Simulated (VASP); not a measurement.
Wanted: the native input for a VASP 6.6.1 run.

```yaml
Task: single point
Functional: PBE
Potentials_or_basis: VASP PAW PBE potentials, release 64 (Ga_d, Sb, As)
Cutoff: 520 eV
k_mesh: 6 × 6 × 6
Occupations: gaussian, width 0.1 eV
Spin: no spin polarisation
Dipole_correction: no
Further_INCAR_settings: ALGO = Normal; EDIFF = 1e-06; NBANDS = 36
```

The structure of Ga3SbAs2 lies in POSCAR:

```
Ga3SbAs2
1.0
   -1.9887365900      1.9887365900      8.4374947600
    1.9887365900     -1.9887365900      8.4374947600
    1.9887365900      1.9887365900     -8.4374947600
Ga Sb As
3 1 2
Direct
    0.8333333300      0.8333333300      0.0000000000
    0.5000000000      0.5000000000      0.0000000000
    0.1666666700      0.1666666700      0.0000000000
    0.7500000000      0.2500000000      0.5000000000
    0.4166666700      0.9166666700      0.5000000000
    0.0833333300      0.5833333300      0.5000000000
```

These files were run (other wordings do the same):

INCAR

```
ALGO = Normal ; EDIFF = 1E-6
ENCUT = 520 ; GGA = PE
ISIF = 2 ; ISMEAR = 0
LASPH = T ; LCHARG = F
LREAL = F ; LWAVE = F
NBANDS = 36 ; NELM = 80
PREC = Accurate ; SIGMA = 0.1
```

KPOINTS

```
k-points
0
Gamma
  6 6 6
```

Potentials or basis: VASP PAW PBE potentials, release 64 (Ga_d, Sb, As).

Launch:

```console
$ cat potpaw_PBE.64/Ga_d/POTCAR potpaw_PBE.64/Sb/POTCAR potpaw_PBE.64/As/POTCAR > POTCAR
$ mpirun -np 1 vasp_std > vasp.out
```

Results of the run:

```yaml
Pressure: 12.2 GPa
Largest_force: 1.798 eV/Å
Band_gap_on_the_k_mesh: 0.85 eV, direct
```

Caveat: spin-orbit coupling is left out, which moves the levels of the heavy elements; forces of over 1 eV/Å act on the atoms, so gaps and moduli don't describe the material at rest.

It took 4.9 min on 1 thread of Intel(R) Xeon(R) 6975P-C (Granite Rapids), with other jobs on the host, peak memory 0.74 GiB.
